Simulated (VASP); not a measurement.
# NaC2 (P4_2/mnm) in VASP: notebook

NaC2 is run at these levels: PBE; tasks: single point.

All numbers are computed with VASP 6.6.1; they aren't measurements. Logs are shortened: lines on timing, memory, paths and dates and some standing lists are left out, and cuts for length are marked.

### Step 1. The cell of the first run

Symmetry: P4_2/mnm, No. 136, tetragonal system. Conventional cell: a = 4.498 Å, b = 4.498 Å, c = 5.240 Å, α = 90.00°, β = 90.00°, γ = 90.00°. Within 3.4 Å of Na (site symmetry mmm) lie 10 C at 2.55 to 3.24 Å. C (site symmetry m2m) has 1 C at 1.27 Å within 1.7 Å.

### Step 2. Single point, PBE

INCAR reads:

```
SYSTEM = NaC2
ALGO     = Normal         ! electronic algorithm
EDIFF    = 1E-6           ! SCF threshold, eV
ENCUT    = 1130           ! plane-wave cutoff, eV
GGA      = PE             ! functional
GGA_COMPAT= .False.      
ISIF     = 2              ! what is computed and relaxed
ISMEAR   = 0              ! smearing method
LASPH    = .True.         ! aspherical terms in the spheres
LCHARG   = .True.         ! write CHGCAR
LELF     = .True.         ! ELF
LREAL    = .False.        ! projectors in reciprocal space
LVHAR    = .True.       
LWAVE    = .False.        ! write WAVECAR
NBANDS   = 26             ! bands
NELM     = 120            ! most SCF steps
PREC     = Accurate       ! precision mode
SIGMA    = 0.1            ! smearing width, eV
```

KPOINTS reads:

```
k-points
0
Gamma
  8 8 8
  0 0 0
```

POSCAR reads:

```
NaC2
1.0
    4.4976333286      0.0000000000      0.0000000000
    0.0000000000      4.4976333286      0.0000000000
    0.0000000000      0.0000000000      5.2403175326
Na C
2 4
Direct
    0.0000000000      0.0000000000      0.0000000000
    0.5000000000      0.5000000000      0.5000000000
    0.4004172446      0.4004172446      0.0000000000
    0.0995827554      0.9004172446      0.5000000000
    0.5995827554      0.5995827554      0.0000000000
    0.9004172446      0.0995827554      0.5000000000
```

Potentials or basis: VASP PAW PBE potentials, release 64 (Na_sv, C).

The run is started by

```console
$ cat potpaw_PBE.64/Na_sv/POTCAR potpaw_PBE.64/C/POTCAR > POTCAR
$ mpirun -np 1 vasp_std > vasp.out
```

OUTCAR:

```text
SYSTEM = NaC2
   EDIFF = 1E-6
   ENCUT = 1130
   GGA = PE
   ISIF = 2
   ISMEAR = 0
   LASPH = .True.
   LREAL = .False.
   NELM = 120
   PREC = Accurate

 ion  position               nearest neighbor table
   1  0.000  0.000  0.000-
   2  0.500  0.500  0.500-
   3  0.400  0.400  0.000-   5 1.27
   4  0.100  0.900  0.500-   6 1.27
   5  0.600  0.600  0.000-   3 1.27
   6  0.900  0.100  0.500-   4 1.27

  LATTYP: Found a simple tetragonal cell.
 ALAT       =     4.4976333286
 C/A-ratio  =     1.1651277794

  Lattice vectors:

 A1 = (   4.4976333286,   0.0000000000,   0.0000000000)
 A2 = (   0.0000000000,   4.4976333286,   0.0000000000)
 A3 = (   0.0000000000,   0.0000000000,   5.2403175326)

Analysis of symmetry for initial positions (statically):
=====================================================================
 Subroutine PRICEL returns:
 Original cell was already a primitive cell.

 Routine SETGRP: Setting up the symmetry group for a
 simple tetragonal supercell.

 Subroutine GETGRP returns: Found 16 space group operations
 (whereof  8 operations were pure point group operations)
 out of a pool of 16 trial point group operations.

The static configuration has the point symmetry D_2h.
 The point group associated with its full space group is D_4h.

Analysis of symmetry for dynamics (positions and initial velocities):
=====================================================================
 Subroutine PRICEL returns:
 Original cell was already a primitive cell.

 Routine SETGRP: Setting up the symmetry group for a
 simple tetragonal supercell.

 Subroutine GETGRP returns: Found 16 space group operations
 (whereof  8 operations were pure point group operations)
 out of a pool of 16 trial point group operations.

The dynamic configuration has the point symmetry D_2h.
 The point group associated with its full space group is D_4h.

 Subroutine INISYM returns: Found 16 space group operations
 (whereof  8 operations are pure point group operations),
 and found     1 'primitive' translations

----------------------------------------------------------------------------------------

                                     Primitive cell

  volume of cell :     106.0048

  direct lattice vectors                    reciprocal lattice vectors
     4.497633329  0.000000000  0.000000000     0.222339156  0.000000000  0.000000000
     0.000000000  4.497633329  0.000000000     0.000000000  0.222339156  0.000000000
     0.000000000  0.000000000  5.240317533     0.000000000  0.000000000  0.190828131

  length of vectors
     4.497633329  4.497633329  5.240317533     0.222339156  0.222339156  0.190828131

  position of ions in fractional coordinates (direct lattice)
     0.000000000  0.000000000  0.000000000
     0.500000000  0.500000000  0.500000000
     0.400417245  0.400417245  0.000000000
     0.099582755  0.900417245  0.500000000
     0.599582755  0.599582755  0.000000000
     0.900417245  0.099582755  0.500000000

  ion indices of the primitive-cell ions
   primitive index   ion index
                 1           1
                 2           2
                 3           3
                 4           4
                 5           5
                 6           6

----------------------------------------------------------------------------------------

 KPOINTS: k-points

Automatic generation of k-mesh.
 Grid dimensions read from file:
 generate k-points for:    8    8    8

 Generating k-lattice:

  Cartesian coordinates                     Fractional coordinates (reciprocal lattice)
     0.027792395  0.000000000  0.000000000     0.125000000  0.000000000  0.000000000
     0.000000000  0.027792395  0.000000000     0.000000000  0.125000000  0.000000000
     0.000000000  0.000000000  0.023853516     0.000000000  0.000000000  0.125000000

  Length of vectors
     0.027792395  0.027792395  0.023853516

  Shift w.r.t. Gamma in fractional coordinates (k-lattice)
     0.000000000  0.000000000  0.000000000

 Subroutine IBZKPT returns following result:
 ===========================================

 Found     75 irreducible k-points:

 Following reciprocal coordinates:
            Coordinates               Weight
  0.000000  0.000000  0.000000      1.000000
  0.125000  0.000000  0.000000      4.000000
  0.250000  0.000000  0.000000      4.000000
  0.375000  0.000000  0.000000      4.000000
  0.500000  0.000000  0.000000      2.000000
  0.125000  0.125000  0.000000      4.000000
[... 16 lines left out ...]
  0.375000  0.125000  0.125000     16.000000
  0.500000  0.125000  0.125000      8.000000
 [... further k-points ...]
   k-points           NKPTS =     75   k-points in BZ     NKDIM =     75   number of bands    NBANDS=     26
   number of dos      NEDOS =    301   number of ions     NIONS =      6
   total plane-waves  NPLWV = 150000
   dimension x,y,z NGX =    50 NGY =   50 NGZ =   60
   dimension x,y,z NGXF=   100 NGYF=  100 NGZF=  120
   ions per type =               2   4
   NGX,Y,Z   is equivalent  to a cutoff of  18.48, 18.48, 19.03 a.u.
   NGXF,Y,Z  is equivalent  to a cutoff of  36.96, 36.96, 38.07 a.u.
 SYSTEM =  NaC2
   PREC   = accura    normal or accurate (medium, high low for compatibility)
   ISTART =      0    job   : 0-new  1-cont  2-samecut
   ICHARG =      2    charge: 1-file 2-atom 10-const
   ISPIN  =      1    spin polarized calculation?
   LNONCOLLINEAR =      F non collinear calculations
   LSORBIT =      F    spin-orbit coupling
   LASPH  =      T    aspherical Exc in radial PAW
   ENCUT  = 1130.0 eV  83.05 Ry    9.11 a.u.  12.33 12.33 14.36*2*pi/ulx,y,z
   NELM   =    120;   NELMIN=  2; NELMDL= -5     # of ELM steps
   EDIFF  = 0.1E-05   stopping-criterion for ELM
   LREAL  =      F    real-space projection
[... 7 lines left out ...]
   TEBEG  =    0.0;   TEEND  =   0.0 temperature during run
   PSTRESS=    0.0 pullay stress
   NELECT =      34.0000    total number of electrons
   NUPDOWN=      -1.0000    fix difference up-down
   EMIN   =  10.00;   EMAX   =-10.00  energy-range for DOS
   EFERMI =   0.00;   METHOD = LEGACY
   ISMEAR =     0;   SIGMA  =   0.10  broadening in eV -4-tet -1-fermi 0-gaus
   EFERMI_NEDOS =   21; number of points for ismear=-14 and -15
   IALGO  =     38    algorithm
   IMIX   =      4    mixing-type and parameters
     AMIX     =   0.40;   BMIX     =  1.00
     AMIX_MAG =   1.60;   BMIX_MAG =  1.00
  volume/ion in A,a.u.               =      17.67       119.23
  Fermi-wavevector in a.u.,A,eV,Ry     =   1.120622  2.117669 17.086117  1.255794
  Thomas-Fermi vector in A             =   2.257270
   LORBIT       =      0    0 simple, 1 ext, 2 COOP (PROOUT), +10 PAW based schemes
   GGA     = PE    functional components
   LHFCALC =     F    Hartree Fock is set to
   AEXX    =    0.0000 exact exchange contribution
   IVDW    =     0    specifies the selected vdW correction
   LEPSILON=     F    determine dielectric tensor
   LRPA    =     F    only Hartree local field effects (RPA)
 non-spin polarized calculation
 Gauss-broadening in eV      SIGMA  =   0.10
  energy-cutoff  :     1130.00
  volume of cell :      106.00
 maximum number of plane-waves:      9183
 NGX is ok and might be reduce to    50
   NGX = 25   NGY = 25   NGZ = 29

 number of electron      34.0000002 magnetization

 Free energy of the ion-electron system (eV)
  ---------------------------------------------------
  ext. energy  EPLUGINS =         0.00000000
  ---------------------------------------------------
  free energy    TOTEN  =       -30.89347856 eV

  energy without entropy =      -30.82750112  energy(sigma->0) =      -30.86048984

 E-fermi :  -1.5344     XC(G=0):  -7.9222

 val. band max:       -1.5354571927   @ k =   0.1250   0.1250   0.0000
 cond. band min:      -1.5342368521   @ k =   0.0000   0.0000   0.2500
 fundamental gap:      0.0012203406
 Fermi energy:        -1.5344221734

 k-point     1 :       0.0000    0.0000    0.0000
  band No.  band energies     occupation
      1     -50.6737      2.00000
      2     -50.6731      2.00000
      3     -22.6116      2.00000
      4     -22.6116      2.00000
      5     -22.5912      2.00000
      6     -22.5850      2.00000
[... 18 lines left out ...]
     25       9.6593      0.00000
     26      10.8123      0.00000

 k-point     2 :       0.1250    0.0000    0.0000
  band No.  band energies     occupation
      1     -50.6737      2.00000
      2     -50.6731      2.00000
      3     -22.6118      2.00000
      4     -22.6116      2.00000
      5     -22.5907      2.00000
      6     -22.5854      2.00000
[... 18 lines left out ...]
     25       9.5855      0.00000
     26      10.2610      0.00000

 k-point     3 :       0.2500    0.0000    0.0000
  band No.  band energies     occupation
      1     -50.6736      2.00000
      2     -50.6732      2.00000
      3     -22.6121      2.00000
      4     -22.6117      2.00000
      5     -22.5894      2.00000
      6     -22.5863      2.00000
[... 18 lines left out ...]
     25       9.4822      0.00000
     26       9.5899      0.00000

 k-point     4 :       0.3750    0.0000    0.0000
  band No.  band energies     occupation
      1     -50.6735      2.00000
      2     -50.6732      2.00000
      3     -22.6125      2.00000
      4     -22.6121      2.00000
      5     -22.5874      2.00000
      6     -22.5870      2.00000
[... 18 lines left out ...]
     25       9.2803      0.00000
     26       9.5303      0.00000

 k-point     5 :       0.5000    0.0000    0.0000
  band No.  band energies     occupation
      1     -50.6734      2.00000
      2     -50.6734      2.00000
      3     -22.6124      2.00000
      4     -22.6124      2.00000
      5     -22.5871      2.00000
      6     -22.5871      2.00000
[... 18 lines left out ...]
     25       9.4037      0.00000
     26       9.4053      0.00000

 k-point     6 :       0.1250    0.1250    0.0000
  band No.  band energies     occupation
      1     -50.6737      2.00000
      2     -50.6731      2.00000
      3     -22.6120      2.00000
      4     -22.6116      2.00000
      5     -22.5903      2.00000
      6     -22.5859      2.00000
[... 427 lines left out ...]
 k-point    21 :       0.1250    0.1250    0.1250
  band No.  band energies     occupation
      1     -50.6736      2.00000
      2     -50.6731      2.00000
      3     -22.6119      2.00000
      4     -22.6117      2.00000
      5     -22.5906      2.00000
      6     -22.5860      2.00000
[... 18 lines left out ...]
     25       9.3595      0.00000
     26       9.9413      0.00000

 k-point    22 :       0.2500    0.1250    0.1250
  band No.  band energies     occupation
      1     -50.6736      2.00000
      2     -50.6732      2.00000
      3     -22.6124      2.00000
      4     -22.6120      2.00000
      5     -22.5900      2.00000
      6     -22.5869      2.00000
[... 18 lines left out ...]
     25       9.1204      0.00000
     26       9.5337      0.00000

 k-point    23 :       0.3750    0.1250    0.1250
  band No.  band energies     occupation
      1     -50.6735      2.00000
      2     -50.6733      2.00000
      3     -22.6128      2.00000
      4     -22.6124      2.00000
      5     -22.5893      2.00000
      6     -22.5878      2.00000
[... 18 lines left out ...]
     25       9.0064      0.00000
     26       9.6222      0.00000

 k-point    24 :       0.5000    0.1250    0.1250
  band No.  band energies     occupation
      1     -50.6734      2.00000
      2     -50.6734      2.00000
      3     -22.6128      2.00000
      4     -22.6128      2.00000
      5     -22.5887      2.00000
      6     -22.5887      2.00000
[... 18 lines left out ...]
     25       9.4050      0.00000
     26       9.4050      0.00000

 [... further k-points ...]
[... 5 lines left out ...]
  --------------------------------------------------------------------------------------
  -------------------------------------------------------------------------------------
  Total       -0.0016582     -0.0016582     -0.0884464     -0.0000000      0.0000000      0.0000000
  in kB       -0.0250629     -0.0250629     -1.3367951     -0.0000000      0.0000000      0.0000000
  external PRESSURE =      -0.4623069 kB  Pullay stress =       0.0000000 kB

 VOLUME and BASIS-vectors are now :
 -----------------------------------------------------------------------------
  energy-cutoff  :     1130.00
  volume of cell :      106.00
      direct lattice vectors                 reciprocal lattice vectors
     4.497633329  0.000000000  0.000000000     0.222339156  0.000000000  0.000000000
     0.000000000  4.497633329  0.000000000     0.000000000  0.222339156  0.000000000
     0.000000000  0.000000000  5.240317533     0.000000000  0.000000000  0.190828131

 POSITION                                       TOTAL-FORCE (eV/Angst)
 -----------------------------------------------------------------------------------
      0.00000      0.00000      0.00000         0.000000      0.000000     -0.000000
      2.24882      2.24882      2.62016         0.000000      0.000000     -0.000000
      1.80093      1.80093      0.00000        -0.055688     -0.055688     -0.000000
      0.44789      4.04975      2.62016         0.055688     -0.055688     -0.000000
      2.69670      2.69670      0.00000         0.055688      0.055688      0.000000
      4.04975      0.44789      2.62016        -0.055688      0.055688      0.000000
 -----------------------------------------------------------------------------------
    total drift:                                0.000000     -0.000000      0.000000

  FREE ENERGIE OF THE ION-ELECTRON SYSTEM (eV)
  ---------------------------------------------------
  free  energy   TOTEN  =       -30.8934785566 eV

  energy  without entropy=      -30.8275011191  energy(sigma->0) =      -30.86048984
```

Wall time 7.6 min (1 thread of Intel Xeon Platinum 8259CL at 2.50GHz (Skylake/Cascade Lake), shared host); peak memory 0.72 GiB.

What came out:

- Free energy: -30.8935 eV
- Pressure: 0.0 GPa
- Largest force: 0.079 eV/Å
- Band gap on the k mesh: zero (bands 17 and 18 overlap by 0.51 eV)

Forces on the atoms (eV/Å):
```
Na   0.000  0.000  0.000
Na   0.000  0.000  0.000
C   -0.056 -0.056  0.000
C    0.056 -0.056  0.000
C    0.056  0.056  0.000
C   -0.056  0.056  0.000
```

### Step 3. Single point, PBE

INCAR reads:

```
ALGO = Normal
EDIFF = 1E-6
ENCUT = 1130
GGA = PE
GGA_COMPAT = F
ISIF = 2
ISMEAR = 0
LASPH = T
LCHARG = F
LREAL = F
LWAVE = F
NBANDS = 26
NELM = 120
PREC = Accurate
SIGMA = 0.1
```

KPOINTS reads:

```
k-points
0
Gamma
  4 4 6
```

POSCAR reads:

```
NaC2
1.0
    4.4989624798      0.0000000000      0.0000000000
    0.0000000000      4.4989624798      0.0000000000
    0.0000000000      0.0000000000      5.2439590613
Na C
2 4
Direct
    0.0000000000      0.0000000000      0.0000000000
    0.5000000000      0.5000000000      0.5000000000
    0.4004532878      0.4004532878      0.0000000000
    0.0995467122      0.9004532878      0.5000000000
    0.5995467122      0.5995467122      0.0000000000
    0.9004532878      0.0995467122      0.5000000000
```

Potentials or basis: VASP PAW PBE potentials, release 64 (Na_sv, C).

The run is started by

```console
$ cat potpaw_PBE.64/Na_sv/POTCAR potpaw_PBE.64/C/POTCAR > POTCAR
$ mpirun -np 1 vasp_std > vasp.out
```

It took 2.1 min on 1 thread of Intel Xeon Platinum 8488C (Sapphire Rapids), shared host; peak memory 0.47 GiB.

The run converged. Its results:

- Free energy: -30.8928 eV
- Pressure: -0.1 GPa
- Largest force: 0.074 eV/Å
- Band gap on the k mesh: zero (bands 17 and 18 overlap by 0.51 eV)

Forces on the atoms (eV/Å):
```
Na   0.000  0.000  0.000
Na   0.000  0.000  0.000
C   -0.052 -0.052  0.000
C    0.052 -0.052  0.000
C    0.052  0.052  0.000
C   -0.052  0.052  0.000
```

Stress tensor (GPa, compression positive):
```
-0.04  0.00  0.00
 0.00 -0.04  0.00
 0.00  0.00 -0.13
```

Levels at points of the mesh, in eV from the Fermi level:
| k point | band 13 | band 14 | band 15 | band 16 | band 17 | band 18 | band 19 | band 20 | band 21 | band 22 |
| --- | --- | --- | --- | --- | --- | --- | --- | --- | --- | --- |
| (0.00, 0.00, 0.00) | -1.55 | -1.44 | -0.30 | -0.30 | -0.22 | -0.09 | 4.21 | 6.22 | 6.22 | 6.27 |
| (0.50, 0.00, 0.00) | -0.97 | -0.97 | -0.89 | -0.89 | 0.13 | 0.13 | 6.05 | 6.05 | 6.09 | 6.09 |
| (0.50, 0.50, 0.00) | -0.83 | -0.83 | -0.77 | -0.77 | -0.09 | -0.09 | 5.38 | 5.38 | 7.43 | 7.43 |
| (0.00, 0.00, 0.50) | -1.77 | -1.77 | -0.40 | -0.40 | 0.04 | 0.04 | 5.07 | 5.07 | 6.23 | 6.23 |
| (0.50, 0.00, 0.50) | -1.11 | -1.11 | -0.33 | -0.33 | -0.32 | -0.32 | 5.22 | 5.22 | 6.74 | 6.74 |
| (0.50, 0.50, 0.50) | -1.16 | -1.16 | -1.14 | -1.14 | 0.19 | 0.19 | 5.77 | 5.77 | 7.44 | 7.44 |

The gap in the log of VASP goes by the Fermi energy; the results here count the filled bands.